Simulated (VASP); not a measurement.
Runs of VASP 6.6.1 on SiO2. The structure is that of space group Fm-3m (No. 225), or close to it. The cells are those of the table. 

| level | cell | k mesh | smearing | grid for exact exchange (PRECFOCK) | share of exact exchange | screening parameter | gap on the mesh (eV) | pressure (GPa) |
| --- | --- | --- | --- | --- | --- | --- | --- | --- |
| PBE | a = 3.202, b = 3.170, c = 3.170 Å, angles 60.7, 59.7, 59.7°, 3 atoms | 10 × 10 × 10 | fermi-dirac 0.02 eV | - | - | - | 1.64 | (a) |
| HSE06 | a = 3.283, b = 3.283, c = 3.202 Å, angles 60.8, 60.8, 58.4°, 3 atoms | 6 × 6 × 6 | gaussian 0.01 eV | Normal | 0.25 | 0.2079 1/Å | 2.68 | -16.6 |
| r2SCAN | a = 3.202 Å, angles 60.0°, 3 atoms | 10 × 10 × 10 | gaussian 0.01 eV | - | - | - | 2.68 | 0.6 |
| HSE06 | a = 3.138 Å, angles 60.0°, 3 atoms | 6 × 6 × 6 | gaussian 0.01 eV | Normal | 0.25 | 0.2079 1/Å | 3.65 | (b) |
| r2SCAN | a = 3.119 Å, angles 62.8°, 3 atoms | 10 × 10 × 10 | gaussian 0.01 eV | - | - | - | 2.84 | 7.4 |

Alike in all rows: task single point; potentials or basis VASP PAW PBE potentials, release 64 (Si, O); no spin polarisation; cutoff (eV) 520.

Problem. Fill in the values left out.

Solution. (a) 17.0; (b) 17.2.

Caveats: the PAW data sets were made with another functional, which shifts forces and pressure a little (at least some runs); the cell stands under pressure (at least some runs); the cell stands under tension (at least some runs).

A k mesh can miss the band edges.
